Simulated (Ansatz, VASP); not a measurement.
# BaTiO3 in VASP and in Ansatz

```
CELL_PARAMETERS angstrom
3.98333 0.00000 0.00000
0.00000 2.86260 2.87534
0.00000 -2.86260 2.87534
ATOMIC_POSITIONS crystal
Ba 0.00000 0.00341 0.00341
Ti 0.50000 0.50341 0.50341
O 0.50000 0.00341 0.50341
O 0.50000 0.50341 0.00341
O 0.00000 0.50341 0.50341
```

Alike in both runs: task relaxation of cell and atoms; functional r2SCAN; k mesh 8 × 8 × 8; occupations gaussian, width 0.02 eV; no spin polarisation.

|  | VASP | Ansatz |
| --- | --- | --- |
| version | VASP 6.6.1 | Ansatz 0.2.0 |
| potentials or method | VASP PAW PBE potentials, release 64 (Ba_sv, Ti_sv, O), cutoff 660 eV | scalar-relativistic, plane waves, PAW |
| valence electrons in the cell | 40 | 40 |

```tsv
	VASP	Ansatz	Ansatz less VASP
gap on the k mesh at the Fermi level, each at its own relaxed structure (eV)	2.13	2.18	+0.051
relaxed volume (Å³/atom)	12.87	12.75	-0.124
relaxed length of the cell vector where the two differ most in proportion (Å)	4.008	3.994	-0.0132
```

VASP's potentials were made for PBE, not for r2SCAN.

Spin-orbit coupling is off throughout.
